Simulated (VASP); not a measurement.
# Cs (Im-3m) in VASP: relaxation of cell and atoms with PBEsol

Aim: the relaxation of cell and atoms of Cs with PBEsol.

Program: VASP 6.6.1. These are calculated values, not measurements. Logs are shortened: lines on timing, memory, paths and dates and some standing lists are left out, and cuts for length are marked.

### 1 The cell of the first run

Symmetry: Im-3m, No. 229, cubic system. The conventional cell has a = 4.882 Å, b = 4.882 Å, c = 4.882 Å, α = 90.00°, β = 90.00°, γ = 90.00°. Within 5.5 Å of Cs (site symmetry m-3m) lie 14 Cs at 4.23 to 4.88 Å.

### 2 Relaxation of cell and atoms, PBEsol, target pressure 2.9 GPa, at which the enthalpy is minimised

File INCAR:

```
SYSTEM = Cs
PREC = Accurate
ENCUT = 600
EDIFF = 1E-7
ISMEAR = -1
SIGMA = 0.05
LREAL = .False.
LASPH = .True.
NELM = 100
ALGO = Normal
ISIF = 3
LWAVE = .False.
LCHARG = .False.
GGA = PS
IBRION = 2
NSW = 32
EDIFFG = -0.005
PSTRESS = 29.0
```

File KPOINTS:

```
regular mesh
0
Gamma
  11 11 11
  0 0 0
```

File POSCAR:

```
Cs
1.0
   -2.4409857976      2.4409857976      2.4409857976
    2.4409857976     -2.4409857976      2.4409857976
    2.4409857976      2.4409857976     -2.4409857976
Cs
1
Direct
    0.0000000000      0.0000000000      0.0000000000
```

Potentials or basis: VASP PAW PBE potentials, release 64 (Cs_sv).

Command:

```sh
> cat potpaw_PBE.64/Cs_sv/POTCAR > POTCAR
> mpirun -np 1 vasp_std > vasp.out
```

OUTCAR:

```text
SYSTEM = Cs
   PREC = Accurate
   ENCUT = 600
   EDIFF = 1E-7
   ISMEAR = -1
   LREAL = .False.
   LASPH = .True.
   NELM = 100
   ISIF = 3
   GGA = PS
   IBRION = 2
   NSW = 32
   EDIFFG = -0.005
   PSTRESS = 29.0

 ion  position               nearest neighbor table
   1  0.000  0.000  0.000-

  LATTYP: Found a body centered cubic cell.
 ALAT       =     4.8819715952

  Lattice vectors:

 A1 = (  -2.4409857976,   2.4409857976,   2.4409857976)
 A2 = (   2.4409857976,  -2.4409857976,   2.4409857976)
 A3 = (   2.4409857976,   2.4409857976,  -2.4409857976)

Analysis of symmetry for initial positions (statically):
=====================================================================
 Subroutine PRICEL returns:
 Original cell was already a primitive cell.

 Routine SETGRP: Setting up the symmetry group for a
 body centered cubic supercell.

 Subroutine GETGRP returns: Found 48 space group operations
 (whereof 48 operations were pure point group operations)
 out of a pool of 48 trial point group operations.

The static configuration has the point symmetry O_h .

Analysis of symmetry for dynamics (positions and initial velocities):
=====================================================================
 Subroutine PRICEL returns:
 Original cell was already a primitive cell.

 Routine SETGRP: Setting up the symmetry group for a
 body centered cubic supercell.

 Subroutine GETGRP returns: Found 48 space group operations
 (whereof 48 operations were pure point group operations)
 out of a pool of 48 trial point group operations.

The dynamic configuration has the point symmetry O_h .

 Subroutine INISYM returns: Found 48 space group operations
 (whereof 48 operations are pure point group operations),
 and found     1 'primitive' translations

----------------------------------------------------------------------------------------

                                     Primitive cell

  volume of cell :      58.1776

  direct lattice vectors                    reciprocal lattice vectors
    -2.440985798  2.440985798  2.440985798     0.000000000  0.204835276  0.204835276
     2.440985798 -2.440985798  2.440985798     0.204835276  0.000000000  0.204835276
     2.440985798  2.440985798 -2.440985798     0.204835276  0.204835276  0.000000000

  length of vectors
     4.227911422  4.227911422  4.227911422     0.289680826  0.289680826  0.289680826

  position of ions in fractional coordinates (direct lattice)
     0.000000000  0.000000000  0.000000000

  ion indices of the primitive-cell ions
   primitive index   ion index
                 1           1

----------------------------------------------------------------------------------------

 KPOINTS: regular mesh

Automatic generation of k-mesh.
 Grid dimensions read from file:
 generate k-points for:   11   11   11

 Generating k-lattice:

  Cartesian coordinates                     Fractional coordinates (reciprocal lattice)
     0.000000000  0.018621389  0.018621389     0.090909091  0.000000000  0.000000000
     0.018621389  0.000000000  0.018621389     0.000000000  0.090909091  0.000000000
     0.018621389  0.018621389  0.000000000     0.000000000  0.000000000  0.090909091

  Length of vectors
     0.026334621  0.026334621  0.026334621

  Shift w.r.t. Gamma in fractional coordinates (k-lattice)
     0.000000000  0.000000000  0.000000000

 Subroutine IBZKPT returns following result:
 ===========================================

 Found     56 irreducible k-points:

 Following reciprocal coordinates:
            Coordinates               Weight
  0.000000  0.000000  0.000000      1.000000
  0.090909  0.000000  0.000000     12.000000
  0.181818  0.000000  0.000000     12.000000
  0.272727  0.000000  0.000000     12.000000
  0.363636  0.000000  0.000000     12.000000
  0.454545  0.000000  0.000000     12.000000
[... 16 lines left out ...]
  0.272727  0.181818  0.090909     48.000000
  0.363636  0.181818  0.090909     24.000000
 [... further k-points ...]
   k-points           NKPTS =     56   k-points in BZ     NKDIM =     56   number of bands    NBANDS=      8
   number of dos      NEDOS =    301   number of ions     NIONS =      1
   total plane-waves  NPLWV =  46656
   dimension x,y,z NGX =    36 NGY =   36 NGZ =   36
   dimension x,y,z NGXF=    72 NGYF=   72 NGZF=   72
   ions per type =               1
   NGX,Y,Z   is equivalent  to a cutoff of  14.16, 14.16, 14.16 a.u.
   NGXF,Y,Z  is equivalent  to a cutoff of  28.31, 28.31, 28.31 a.u.
 SYSTEM =  Cs
   PREC   = accura    normal or accurate (medium, high low for compatibility)
   ISTART =      0    job   : 0-new  1-cont  2-samecut
   ICHARG =      2    charge: 1-file 2-atom 10-const
   ISPIN  =      1    spin polarized calculation?
   LNONCOLLINEAR =      F non collinear calculations
   LSORBIT =      F    spin-orbit coupling
   LASPH  =      T    aspherical Exc in radial PAW
   ENCUT  =  600.0 eV  44.10 Ry    6.64 a.u.   8.44  8.44  8.44*2*pi/ulx,y,z
   NELM   =    100;   NELMIN=  2; NELMDL= -5     # of ELM steps
   EDIFF  = 0.1E-06   stopping-criterion for ELM
   LREAL  =      F    real-space projection
   EDIFFG = -.5E-02   stopping-criterion for IOM
   NSW    =     32    number of steps for IOM
   IBRION =      2    ionic relax: 0-MD 1-quasi-New 2-CG
   NFREE  =      1    steps in history (QN), initial steepest desc. (CG)
   ISIF   =      3    stress and relaxation
   ISYM   =      2    0-nonsym 1-usesym 2-fastsym
   POTIM  = 0.5000    time-step for ionic-motion
   TEBEG  =    0.0;   TEEND  =   0.0 temperature during run
   PSTRESS=   29.0 pullay stress
   NELECT =       9.0000    total number of electrons
   NUPDOWN=      -1.0000    fix difference up-down
   EMIN   =  10.00;   EMAX   =-10.00  energy-range for DOS
   EFERMI =   0.00;   METHOD = LEGACY
   ISMEAR =    -1;   SIGMA  =   0.05  broadening in eV -4-tet -1-fermi 0-gaus
   EFERMI_NEDOS =   21; number of points for ismear=-14 and -15
   IALGO  =     38    algorithm
   IMIX   =      4    mixing-type and parameters
     AMIX     =   0.40;   BMIX     =  1.00
     AMIX_MAG =   1.60;   BMIX_MAG =  1.00
  volume/ion in A,a.u.               =      58.18       392.60
  Fermi-wavevector in a.u.,A,eV,Ry     =   0.878828  1.660744 10.508299  0.772338
  Thomas-Fermi vector in A             =   1.998968
   LORBIT       =      0    0 simple, 1 ext, 2 COOP (PROOUT), +10 PAW based schemes
   GGA     = PS    functional components
   LHFCALC =     F    Hartree Fock is set to
   AEXX    =    0.0000 exact exchange contribution
   IVDW    =     0    specifies the selected vdW correction
   LEPSILON=     F    determine dielectric tensor
   LRPA    =     F    only Hartree local field effects (RPA)
 conjugate gradient relaxation of ions
 non-spin polarized calculation
  energy-cutoff  :      600.00
  volume of cell :       58.18
 maximum number of plane-waves:      1961
 NGX is ok and might be reduce to    36
   NGX = 17   NGY = 17   NGZ = 17

 number of electron       9.0000001 magnetization

 Free energy of the ion-electron system (eV)
  ---------------------------------------------------
  ext. energy  EPLUGINS =         0.00000000
  ---------------------------------------------------
  free energy    TOTEN  =        -0.61616939 eV

  energy without entropy =       -0.60115258  energy(sigma->0) =       -0.60866099

 E-fermi :   2.6880     XC(G=0):  -7.6171

 val. band max:        2.6800061487   @ k =  -0.4545  -0.4545   0.0909
 cond. band min:       2.6894764645   @ k =  -0.3636   0.4545   0.0909
 fundamental gap:      0.0094703159
 Fermi energy:         2.6879960691

 k-point     1 :       0.0000    0.0000    0.0000
  band No.  band energies     occupation
      1     -21.0541      2.00000
      2      -7.3545      2.00000
      3      -7.3545      2.00000
      4      -7.3545      2.00000
      5       0.4917      2.00000
      6       5.5458      0.00000
      7       5.5458      0.00000
      8       5.5458      0.00000

 k-point     2 :       0.0909    0.0000    0.0000
  band No.  band energies     occupation
      1     -21.0442      2.00000
      2      -7.4550      2.00000
      3      -7.3815      2.00000
      4      -7.3560      2.00000
      5       0.6978      2.00000
      6       5.3543      0.00000
      7       5.4148      0.00000
      8       5.7456      0.00000

 k-point     3 :       0.1818    0.0000    0.0000
  band No.  band energies     occupation
      1     -21.0173      2.00000
      2      -7.7082      2.00000
      3      -7.4526      2.00000
      4      -7.3603      2.00000
      5       1.2326      2.00000
      6       4.9383      0.00000
      7       4.9409      0.00000
      8       6.3312      0.00000

 k-point     4 :       0.2727    0.0000    0.0000
  band No.  band energies     occupation
      1     -20.9818      2.00000
      2      -8.0103      2.00000
      3      -7.5426      2.00000
      4      -7.3659      2.00000
      5       1.8484      2.00000
      6       4.5248      0.00000
      7       4.5296      0.00000
      8       6.9897      0.00000

 k-point     5 :       0.3636    0.0000    0.0000
  band No.  band energies     occupation
      1     -20.9487      2.00000
      2      -8.2650      2.00000
      3      -7.6226      2.00000
      4      -7.3713      2.00000
      5       2.1861      1.99991
      6       4.2138      0.00000
      7       4.6486      0.00000
      8       7.2823      0.00000
[... 177 lines left out ...]
 k-point    22 :       0.1818    0.1818    0.0909
  band No.  band energies     occupation
      1     -20.9460      2.00000
      2      -8.1941      2.00000
      3      -7.6381      2.00000
      4      -7.5088      2.00000
      5       2.8159      0.14386
      6       3.9922      0.00000
      7       4.1419      0.00000
      8       7.3250      0.00000

 k-point    23 :       0.2727    0.1818    0.0909
  band No.  band energies     occupation
      1     -20.9264      2.00000
      2      -8.2444      2.00000
      3      -7.7803      2.00000
      4      -7.5388      2.00000
      5       3.1283      0.00030
      6       3.9457      0.00000
      7       4.3476      0.00000
      8       7.5533      0.00000

 k-point    24 :       0.3636    0.1818    0.0909
  band No.  band energies     occupation
      1     -20.9191      2.00000
      2      -8.2498      2.00000
      3      -7.8486      2.00000
      4      -7.5477      2.00000
      5       3.1415      0.00023
      6       3.9383      0.00000
      7       4.6392      0.00000
      8       7.5832      0.00000

 [... further k-points ...]

------------------------ aborting loop because EDIFF is reached ----------------------------------------

  FORCE on cell =-STRESS in cart. coord.  units (eV):
  Direction    XX          YY          ZZ          XY          YZ          ZX
  --------------------------------------------------------------------------------------
  -------------------------------------------------------------------------------------
  Total        1.0542003      1.0542003      1.0542003     -0.0000000      0.0000000     -0.0000000
  in kB       29.0320672     29.0320672     29.0320672     -0.0000000      0.0000000     -0.0000000
  external PRESSURE =       0.0320672 kB  Pullay stress =      29.0000000 kB

 VOLUME and BASIS-vectors are now :
 -----------------------------------------------------------------------------
  energy-cutoff  :      600.00
  volume of cell :       58.18
      direct lattice vectors                 reciprocal lattice vectors
    -2.440985798  2.440985798  2.440985798     0.000000000  0.204835276  0.204835276
     2.440985798 -2.440985798  2.440985798     0.204835276  0.000000000  0.204835276
     2.440985798  2.440985798 -2.440985798     0.204835276  0.204835276  0.000000000

 POSITION                                       TOTAL-FORCE (eV/Angst)
 -----------------------------------------------------------------------------------
      0.00000      0.00000      0.00000         0.000000     -0.000000      0.000000
 -----------------------------------------------------------------------------------
    total drift:                               -0.000000      0.000000      0.000000

  FREE ENERGIE OF THE ION-ELECTRON SYSTEM (eV)
  ---------------------------------------------------
  free  energy   TOTEN  =        -0.6161693903 eV

  energy  without entropy=       -0.6011525834  energy(sigma->0) =       -0.60866099

  enthalpy is  TOTEN    =         0.4368664786 eV   P V=        1.0530358689

 reached required accuracy - stopping structural energy minimisation
```

Wall time 14 s (1 thread of Intel Xeon 6975P-C (Granite Rapids), shared host); peak memory 0.2 GiB.

Results:

```
Free energy             : -0.6162 eV
Pressure after relaxing : 2.9 GPa
Band gap on the k mesh  : zero (an odd number of electrons rules out a gap without spin polarisation)
```

Final structure:
```
Cs
1.0
    -2.44099    2.44099    2.44099
     2.44099   -2.44099    2.44099
     2.44099    2.44099   -2.44099
Cs
1
Direct
  0.00000 0.00000 0.00000
```

Caveat: the cell is relaxed towards a set pressure, so the run minimises the enthalpy, not the energy; the PAW data sets were made with another functional, which shifts forces and pressure a little; spin-orbit coupling is left out, which moves the levels of the heavy elements.
